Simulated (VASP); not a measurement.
Crystal: Li2S.

```
S Li
1.0
     0.00000    2.86334    2.86334
     2.86334    0.00000    2.86334
     2.86334    2.86334    0.00000
S Li
1 2
Direct
  0.00000 0.00000 0.00000
  0.75000 0.75000 0.75000
  0.25000 0.25000 0.25000
```

Base run:

* Program: VASP 6.6.1
* Functional: PBE
* Potentials or basis: VASP PAW PBE potentials, release 64 (S, Li_sv)
* Cutoff: 750 eV
* k mesh: 8 × 8 × 8
* Occupations: fermi-dirac, width 0.05 eV
* Spin: no spin polarisation

Its results: band gap on the k mesh 3.40 eV (least direct gap 4.19 eV); pressure -0.7 GPa.

Problem. The run is repeated on the same cell with these changes: functional from PBE to PBEsol. What comes out?

Solution. Band gap on the k mesh 3.23 eV (least direct gap 4.03 eV); pressure -1.6 GPa.

PBEsol binds more tightly than PBE, so the same cell stands under less pressure.

Caveats: the PAW data sets were made with another functional, which shifts forces and pressure a little (at least some runs).

A k mesh can miss the band edges.
